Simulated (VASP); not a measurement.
A run of VASP 6.6.1:

INCAR

```
SYSTEM = Zn
PREC = Accurate ; ENCUT = 520
EDIFF = 1E-6 ; ISMEAR = 0
SIGMA = 0.15 ; LREAL = .FALSE.
LASPH = .TRUE. ; NELM = 100
ALGO = Fast ; ISIF = 2
LWAVE = .FALSE. ; LCHARG = .FALSE.
GGA = PE ; NBANDS = 12
```

File KPOINTS:

```
regular mesh
0
G
  22 22 22
  0 0 0
```

Contents of POSCAR:

```
Zn
1.0
   -0.7032451391      1.6487452928      1.6487452928
    1.6487452928     -0.7032451391      1.6487452928
    1.6487452928      1.6487452928     -0.7032451391
Zn
1
Direct
    0.0000000000      0.0000000000      0.0000000000
```

Potentials or basis: VASP PAW PBE potentials, release 64 (Zn).

Run with:

```sh
$ cat potpaw_PBE.64/Zn/POTCAR > POTCAR
$ mpirun -np 1 vasp_std > vasp.out
```

Hardware: 1 thread of Intel Xeon 8259CL, with other jobs on the host.

Question: How long does it take, and how much memory?

Answer: It took 2.7 min on 1 thread of Intel Xeon 8259CL, on a shared host, peak memory 0.26 GiB. Counts: scf iterations 11, k points 1024.
